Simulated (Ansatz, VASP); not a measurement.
WSe2 in VASP and in Ansatz

```xyz
6
Lattice="3.2299 0.0000 0.0000 -1.6149 2.7971 0.0000 0.0000 0.0000 12.6009" Properties=species:S:1:pos:R:3 pbc="T T T"
W     1.6149    0.9324    3.1502
W     0.0000    1.8648    9.4507
Se    0.0000    1.8648    4.8095
Se    1.6149    0.9324   11.1099
Se    0.0000    1.8648    1.4910
Se    1.6149    0.9324    7.7915
```

Change from the starting cell: equal strain along all axes, cell held, atoms relaxed: -1.5 %.

Alike in both runs: task relaxation of the atoms; functional PBE; dispersion D3(BJ); k mesh 12 × 12 × 2; occupations gaussian, width 0.02 eV; no spin polarisation.

```csv
,VASP,Ansatz
version,VASP 6.6.1,Ansatz 0.2.0
potentials or method,"VASP PAW PBE potentials, release 64 (W_sv, Se), cutoff 520 eV","scalar-relativistic, plane waves, PAW"
valence electrons in the cell,52,92
```

Ansatz gave:

* gap on the k mesh at the Fermi level, each at its own relaxed structure (eV): 0.81

Q: Estimate VASP's values.

A: gap on the k mesh at the Fermi level, each at its own relaxed structure (eV): 0.80.

VASP's potentials hold 52 valence electrons a cell and Ansatz's 92, so a difference there can come from the potentials and not from the codes. Ansatz's warnings: stress scf threshold loose.

Spin-orbit coupling is off throughout.
